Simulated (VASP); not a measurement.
Write the native input for VASP 6.6.1 that does the following.

* Task: single point
* Functional: LDA
* Potentials or basis: VASP PAW LDA potentials, release 64 (Si)
* Cutoff: 520 eV
* k mesh: 12 × 12 × 12
* Occupations: gaussian, width 0.02 eV
* Spin: no spin polarisation
* Dipole correction: no
* Further INCAR settings: ALGO = Normal; EDIFF = 1e-07; NBANDS = 11

The structure of Si lies in POSCAR:

```
Si
1.0
    0.0000000000      2.7009711371      2.7009711371
    2.7009711371      0.0000000000      2.7009711371
    2.7009711371      2.7009711371      0.0000000000
Si
2
Direct
    0.7500000000      0.7500000000      0.7500000000
    0.5000000000      0.5000000000      0.5000000000
```

These files were run (other wordings do the same):

INCAR

```
SYSTEM = Si
  PREC = Accurate
  ENCUT = 520
  EDIFF = 1E-7
  ISMEAR = 0
  SIGMA = 0.02
  LREAL = .FALSE.
  LASPH = .TRUE.
  NELM = 100
  ALGO = Normal
  ISIF = 2
  LWAVE = .FALSE.
  LCHARG = .FALSE.
  NBANDS = 11
```

KPOINTS

```
regular mesh
0
G
  12 12 12
  0 0 0
```

Potentials or basis: VASP PAW LDA potentials, release 64 (Si).

The run is started by

```console
$ cat potpaw_LDA.64/Si/POTCAR > POTCAR
$ mpirun -np 1 vasp_std > vasp.out
```

Results of the run:

```json
{
 "Pressure": "0.0 GPa",
 "Band gap on the k mesh": "0.44 eV, indirect (least direct gap 2.53 eV)"
}
```

Run time: 14 s on 1 thread of Intel(R) Xeon(R) Platinum 8488C (Sapphire Rapids), on a shared host, peak memory 0.14 GiB.
